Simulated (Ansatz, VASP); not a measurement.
# Al3C: VASP beside Ansatz

```
Al C
1.0
     4.48163    0.00000    0.00000
    -2.24082    3.88121    0.00000
     0.00000    0.00000    3.72452
Al C
3 1
Direct
  0.00000 0.00000 0.50000
  0.33333 0.66667 0.00000
  0.66667 0.33333 0.00000
  0.00000 0.00000 0.00000
```

Alike in both runs: task relaxation of cell and atoms; functional PBE; k mesh 6 × 6 × 6; occupations gaussian, width 0.1 eV; no spin polarisation.

|  | VASP | Ansatz |
| --- | --- | --- |
| version | VASP 6.6.1 | Ansatz 0.2.0 |
| potentials or method | VASP PAW PBE potentials, release 64 (Al, C), cutoff 600 eV | scalar-relativistic, plane waves, PAW |
| valence electrons in the cell | 13 | 13 |

|  | VASP | Ansatz | Ansatz less VASP |
| --- | --- | --- | --- |
| gap on the k mesh at the Fermi level, each at its own relaxed structure (eV) | none | none | - |
| relaxed volume (Å³/atom) | 16.15 | 16.22 | +0.068 |
| relaxed cell length with the largest relative difference (Å) | 4.493 | 4.504 | +0.0109 |

A gap of «none» marks a metal or a gap that the smearing closes.
